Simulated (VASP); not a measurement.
Si2W, 9 atoms in the cell. The cell holds a slab with vacuum, 9 atoms: a = 3.229 Å, b = 3.229 Å, c = 25.470 Å, α = 90.00°, β = 90.00°, γ = 90.00°. 

- Program: VASP 6.6.1
- Task: single point
- Functional: PBE
- Potentials or basis: VASP PAW PBE potentials, release 64 (Si, W_sv)
- Cutoff: 520 eV
- k mesh: 11 × 11 × 1
- Occupations: gaussian, width 0.1 eV
- Spin: no spin polarisation
- Dipole correction: yes
- Further INCAR settings: ALGO = Normal; EDIFF = 1e-06; NBANDS = 43

Potentials or basis: VASP PAW PBE potentials, release 64 (Si, W_sv).

Run with:

```console
$ cat potpaw_PBE.64/Si/POTCAR potpaw_PBE.64/W_sv/POTCAR > POTCAR
$ mpirun -np 1 vasp_std > vasp.out
```

Hardware: 1 thread of AMD EPYC 7R13, on a shared host.

Question: How long does it take, and how much memory?

Answer: It took 8.4 min on 1 thread of AMD EPYC 7R13, with other jobs on the host, peak memory 0.42 GiB. Counts: scf iterations 27, k points 21.
